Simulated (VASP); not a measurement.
Write the native input for VASP 6.6.1 that does the following.

```yaml
Task: single point
Functional: LDA
Potentials_or_basis: VASP PAW LDA potentials, release 64 (Sr_sv, Mg)
Cutoff: 520 eV
k_mesh: 12 × 12 × 12
Occupations: gaussian, width 0.15 eV
Spin: no spin polarisation
Dipole_correction: no
Further_INCAR_settings: ALGO = Normal; EDIFF = 1e-06; NBANDS = 13
```

The structure of SrMg lies in POSCAR:

```
SrMg
1.0
    3.7830000000      0.0000000000      0.0000000000
    0.0000000000      3.7830000000      0.0000000000
    0.0000000000      0.0000000000      3.7830000000
Sr Mg
1 1
Direct
    0.5000000000      0.5000000000      0.5000000000
    0.0000000000      0.0000000000      0.0000000000
```

This cell differs from its parent crystal: strain -0.030 along x and y, -0.030 along z.

These files were run (other wordings do the same):

INCAR

```
SYSTEM = SrMg
  PREC = Accurate
  ENCUT = 520
  EDIFF = 1E-6
  ISMEAR = 0
  SIGMA = 0.15
  LREAL = .FALSE.
  LASPH = .TRUE.
  NELM = 60
  ALGO = Normal
  ISIF = 2
  LWAVE = .FALSE.
  LCHARG = .FALSE.
  GGA = CA
  NBANDS = 13
```

KPOINTS

```
regular mesh
0
G
  12 12 12
  0 0 0
```

Potentials or basis: VASP PAW LDA potentials, release 64 (Sr_sv, Mg).

Launch:

```sh
$ cat potpaw_LDA.64/Sr_sv/POTCAR potpaw_LDA.64/Mg/POTCAR > POTCAR
$ mpirun -np 1 vasp_std > vasp.out
```

It gave:

```
Pressure               : 7.1 GPa
Band gap on the k mesh : zero (bands 6 and 7 overlap by 1.57 eV)
```

Caveat: the cell differs from its parent crystal (strain -0.030 along x and y, -0.030 along z); the cell stands under pressure.

Wall time 14 s on 1 thread of AMD EPYC 9R45 96-Core Processor (Zen 5), with other jobs on the host, peak memory 0.16 GiB.
